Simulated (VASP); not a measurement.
Wanted: the native input for a VASP 6.6.1 run.

```
Task                   : single point
Functional             : r2SCAN
Potentials or basis    : VASP PAW PBE potentials, release 64 (Cu, I)
Cutoff                 : 520 eV
k mesh                 : 4 × 4 × 6
Occupations            : gaussian, width 0.01 eV
Spin                   : no spin polarisation
Dipole correction      : no
Further INCAR settings : ALGO = Normal; EDIFF = 1e-06; NBANDS = 26
```

Crystal: CuI.

```xyz
4
Lattice="3.7823 -3.7599 0.0000 3.7823 3.7599 0.0000 0.0000 0.0000 4.3637" Properties=species:S:1:pos:R:3 pbc="T T T"
Cu    3.7823    0.5983    3.2728
Cu    3.7823   -0.5983    1.0909
I     3.7823   -2.0307    3.2728
I     3.7823    2.0307    1.0909
```

These files were run (other wordings do the same):

POSCAR

```
CuI
1.0
    3.7822942652     -3.7599216793      0.0000000000
    3.7822942652      3.7599216793      0.0000000000
    0.0000000000      0.0000000000      4.3636755259
Cu I
2 2
Direct
    0.4204390000      0.5795610000      0.7500000000
    0.5795610000      0.4204390000      0.2500000000
    0.7700430000      0.2299570000      0.7500000000
    0.2299570000      0.7700430000      0.2500000000
```

INCAR.step1

```
PREC = Accurate
ENCUT = 520
ISMEAR = 0
SIGMA = 0.01
LREAL = F
LASPH = T
NELM = 80
NBANDS = 26
GGA = PE
ALGO = Normal
EDIFF = 1E-4
LWAVE = T
LCHARG = F
```

INCAR.step2

```
PREC = Accurate
ENCUT = 520
EDIFF = 1E-6
ISMEAR = 0
SIGMA = 0.01
LREAL = F
LASPH = T
NELM = 80
ALGO = Normal
ISIF = 2
LWAVE = F
LCHARG = F
METAGGA = R2SCAN
LMIXTAU = T
NBANDS = 26
ISTART = 1
```

KPOINTS

```
Automatic mesh
0
Gamma
  4 4 6
```

Potentials or basis: VASP PAW PBE potentials, release 64 (Cu, I).

Run with:

```bash
$ cat potpaw_PBE.64/Cu/POTCAR potpaw_PBE.64/I/POTCAR > POTCAR
$ cp INCAR.step1 INCAR
$ mpirun -np 1 vasp_std > vasp.out
$ cp INCAR.step2 INCAR
$ mpirun -np 1 vasp_std > vasp.out
```

Results of the run:

* Pressure: -1.3 GPa
* Largest force: 0.305 eV/Å
* Band gap on the k mesh: 1.36 eV

Caveat: the PAW data sets were made with another functional, which shifts forces and pressure a little; spin-orbit coupling is left out, which moves the levels of the heavy elements.

Run time: 5.9 min on 1 thread of Intel Xeon 8259CL, on a shared host, peak memory 0.28 GiB.
